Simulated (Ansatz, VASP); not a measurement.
# Ta4O: VASP beside Ansatz

File INCAR:

```
ALGO     = Normal         # electronic algorithm
EDIFF    = 1E-7           # SCF threshold, eV
ENCUT    = 520            # plane-wave cutoff, eV
GGA      = PE             # functional
ISIF     = 2              # what is computed and relaxed
ISMEAR   = 0              # smearing method
LASPH    = True           # aspherical terms in the spheres
LCHARG   = True           # write CHGCAR
LELF     = True           # ELF
LREAL    = False          # projectors in reciprocal space
LVHAR    = True         
LWAVE    = False          # write WAVECAR
NBANDS   = 33             # bands
NELM     = 60             # most SCF steps
PREC     = Accurate       # precision mode
SIGMA    = 0.15           # smearing width, eV
```

Contents of KPOINTS:

```
k-points
0
Gamma
  14 14 8
```

POSCAR

```
Ta4O
1.0
    3.1570658336      0.0000000000      0.0000000000
    0.0000000000      3.1570658336      0.0000000000
    0.0000000000      0.0000000000      7.6172482776
Ta O
4 1
Direct
    0.0000000000      0.0000000000      0.5000000000
    0.5000000000      0.5000000000      0.7829127273
    0.5000000000      0.5000000000      0.2170872727
    0.0000000000      0.0000000000      0.0000000000
    0.5000000000      0.5000000000      0.5000000000
```

Input for Ansatz:

```yaml
crystal:
  lattice:
    - [3.1570658336, 0.0, 0.0]
    - [0.0, 3.1570658336, 0.0]
    - [0.0, 0.0, 7.6172482776]
  atoms:
    - { symbol: Ta, position: [0.0, 0.0, 0.5] }
    - { symbol: Ta, position: [0.5, 0.5, 0.7829127273] }
    - { symbol: Ta, position: [0.5, 0.5, 0.2170872727] }
    - { symbol: Ta, position: [0.0, 0.0, 0.0] }
    - { symbol: O, position: [0.5, 0.5, 0.5] }
basis:
  ecutwfc: 420
kpoints:
  mp_grid: { grid: [14, 14, 8] }
hamiltonian:
  xc: pbe
scf:
  occupations: { method: gaussian, width: 0.15 }
output:
  forces: true
  stress: true
  eigenvalues: true
```

Change from the starting cell: strain -0.030 along x and y, +0.030 along z, atoms carried along.

Alike in both runs: task single point; functional PBE; k mesh 14 × 14 × 8; occupations gaussian, width 0.15 eV; no spin polarisation.

|  | VASP | Ansatz |
| --- | --- | --- |
| version | VASP 6.6.1 | Ansatz 0.2.0 |
| potentials or method | VASP PAW PBE potentials, release 64 (Ta_pv, O), cutoff 520 eV | scalar-relativistic, plane waves, PAW |
| valence electrons in the cell | 50 | 58 |

Ansatz gave:

| Item | Value |
| --- | --- |
| gap on the k mesh at the Fermi level (eV) | none |
| pressure (GPa) | 6.5 |
| traceless stress, the component that is largest in VASP (GPa) | -6.80 |
| rms of the force components (eV/Å) | 0.167 |

**Question.** Which values does VASP return?

**Answer.** gap on the k mesh at the Fermi level (eV): none; pressure (GPa): 6.8; traceless stress, the component that is largest in VASP (GPa): -6.71; rms of the force components (eV/Å): 0.157.

Atom by atom the forces differ by 0.009 eV/Å (rms over components). A gap of «none» marks a metal or a gap that the smearing closes. With one functional, cell and mesh, what is left measures potentials, basis and numerics. VASP's potentials hold 50 valence electrons a cell and Ansatz's 58, so a difference there can come from the potentials and not from the codes.

Neither program's run includes spin-orbit coupling.
